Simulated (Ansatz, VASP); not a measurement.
## Two plane-wave programs on Ca2YAlC6N6

```
CELL_PARAMETERS angstrom
0.00000 5.60803 5.60803
5.60803 0.00000 5.60803
5.60803 5.60803 0.00000
ATOMIC_POSITIONS crystal
Ca 0.25000 0.25000 0.25000
Ca 0.75000 0.75000 0.75000
Y 0.00000 0.00000 0.00000
Al 0.50000 0.50000 0.50000
C 0.77796 0.22204 0.22204
C 0.22204 0.77796 0.22204
C 0.22204 0.22204 0.77796
C 0.22204 0.77796 0.77796
C 0.77796 0.22204 0.77796
C 0.77796 0.77796 0.22204
N 0.67294 0.32706 0.32706
N 0.32706 0.67294 0.32706
N 0.32706 0.32706 0.67294
N 0.32706 0.67294 0.67294
N 0.67294 0.32706 0.67294
N 0.67294 0.67294 0.32706
```

Alike in both runs: task single point; functional PBE; k mesh 4 × 4 × 4; occupations gaussian, width 0.1 eV; collinear spin.

|  | VASP | Ansatz |
| --- | --- | --- |
| version | VASP 6.6.1 | Ansatz 0.2.0 |
| potentials or method | VASP PAW PBE potentials, release 64 (Ca_sv, Y_sv, Al, C, N), cutoff 520 eV | scalar-relativistic, plane waves, PAW |
| valence electrons in the cell | 88 | 88 |

Ansatz gave:

```
gap on the k mesh at the Fermi level (eV) : none
pressure (GPa)                            : 0.0
rms of the force components (eV/Å)        : 0.015
net moment per atom (μB)                  : 0.00
```

Question: What did VASP give for the same quantities?

Answer: gap on the k mesh at the Fermi level (eV): none; pressure (GPa): 0.3; rms of the force components (eV/Å): 0.199; net moment per atom (μB): 0.00.

Atom by atom the forces differ by 0.184 eV/Å (rms over components). A gap of «none» marks a metal or a gap that the smearing closes. One of these differences is far larger than is usual between the two programs; its cause wasn't traced. With one functional, cell and mesh, what is left measures potentials, basis and numerics. Ansatz's warnings: seeded moment not kept.

Noted on VASP's run: the standard files for N, O and F lose accuracy on very short bonds.
